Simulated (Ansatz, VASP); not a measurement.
## Be3CdS2 in VASP and in Ansatz

INCAR

```
SYSTEM = Be3CdS2
PREC = Accurate
ENCUT = 600
EDIFF = 1E-7
ISMEAR = 0
SIGMA = 0.2
LREAL = .False.
LASPH = .True.
NELM = 120
ALGO = Normal
ISIF = 3
LWAVE = .False.
LCHARG = .False.
GGA = PE
IBRION = 2
NSW = 80
EDIFFG = -0.025
GGA_COMPAT = .False.
NELMIN = 4
```

KPOINTS

```
regular mesh
0
Gamma
  8 4 2
  0 0 0
```

The input POSCAR:

```
Be3CdS2
1.0
    0.0462393810     -0.0088942014      3.1506736869
    5.6056016546     -0.0352151983      0.0823789112
   -0.0609945125      9.7168815716     -0.0274455299
Be Cd S
6 2 4
Direct
    0.4442562185      0.2674193658      0.2542293114
    0.4882309696      0.7228340626      0.7486450011
    0.4569646072      0.5130053299     -0.0039397483
    0.4925456242      1.0197950775      0.5022721460
    0.5092209692      0.7572016448      0.2224815303
    0.5581947731      0.2018874285      0.7400292640
    0.4668324212      0.0222677979      0.0024444546
    0.4958921757      0.5046473004      0.5111599997
    1.0571053984      0.5254332199      0.1735090633
   -0.0086771735     -0.0283812366      0.6682286697
   -0.0121473740      0.9632160002      0.3349724950
    0.0515813903      0.5306740091      0.8459678132
```

Input for Ansatz:

```yaml
crystal:
  lattice:
    - [0.046239381, -0.0088942014, 3.1506736869]
    - [5.6056016546, -0.0352151983, 0.0823789112]
    - [-0.0609945125, 9.7168815716, -0.0274455299]
  atoms:
    - { symbol: Be, position: [0.4442562185, 0.2674193658, 0.2542293114] }
    - { symbol: Be, position: [0.4882309696, 0.7228340626, 0.7486450011] }
    - { symbol: Be, position: [0.4569646072, 0.5130053299, -0.0039397483] }
    - { symbol: Be, position: [0.4925456242, 1.0197950775, 0.502272146] }
    - { symbol: Be, position: [0.5092209692, 0.7572016448, 0.2224815303] }
    - { symbol: Be, position: [0.5581947731, 0.2018874285, 0.740029264] }
    - { symbol: Cd, position: [0.4668324212, 0.0222677979, 0.0024444546] }
    - { symbol: Cd, position: [0.4958921757, 0.5046473004, 0.5111599997] }
    - { symbol: S, position: [1.0571053984, 0.5254332199, 0.1735090633] }
    - { symbol: S, position: [-0.0086771735, -0.0283812366, 0.6682286697] }
    - { symbol: S, position: [-0.012147374, 0.9632160002, 0.334972495] }
    - { symbol: S, position: [0.0515813903, 0.5306740091, 0.8459678132] }
basis:
  ecutwfc: 420
kpoints:
  mp_grid: { grid: [8, 4, 2] }
hamiltonian:
  xc: pbe
scf:
  occupations: { method: gaussian, width: 0.2 }
  lower_state_search: "off"
output:
  forces: true
  stress: true
  eigenvalues: true
relax:
  adjacent_minimum: "off"
  f_tol: 0.025
  max_steps: 60
  cell: { stress_tol: 0.25 }
```

Change from the starting cell: cell x2, atoms moved at random (sigma 0.15 Å) and cell strained at random (1.5 %), then relaxed without symmetry.

Alike in both runs: task relaxation of cell and atoms; functional PBE; k mesh 8 × 4 × 2; occupations gaussian, width 0.2 eV; no spin polarisation.

|  | VASP | Ansatz |
| --- | --- | --- |
| version | VASP 6.6.1 | Ansatz 0.2.0 |
| potentials or method | VASP PAW PBE potentials, release 64 (Be, Cd, S), cutoff 600 eV | scalar-relativistic, plane waves, PAW |
| valence electrons in the cell | 60 | 76 |

|  | VASP | Ansatz | Ansatz less VASP |
| --- | --- | --- | --- |
| gap on the k mesh at the Fermi level, each at its own relaxed structure (eV) | 0.29 | 0.31 | +0.019 |
| relaxed volume (Å³/atom) | 16.15 | 16.13 | -0.025 |
| relaxed length of the cell vector where the two differ most in proportion (Å) | 5.259 | 5.230 | -0.0290 |

VASP's potentials hold 60 valence electrons a cell and Ansatz's 76, so a difference there can come from the potentials and not from the codes.
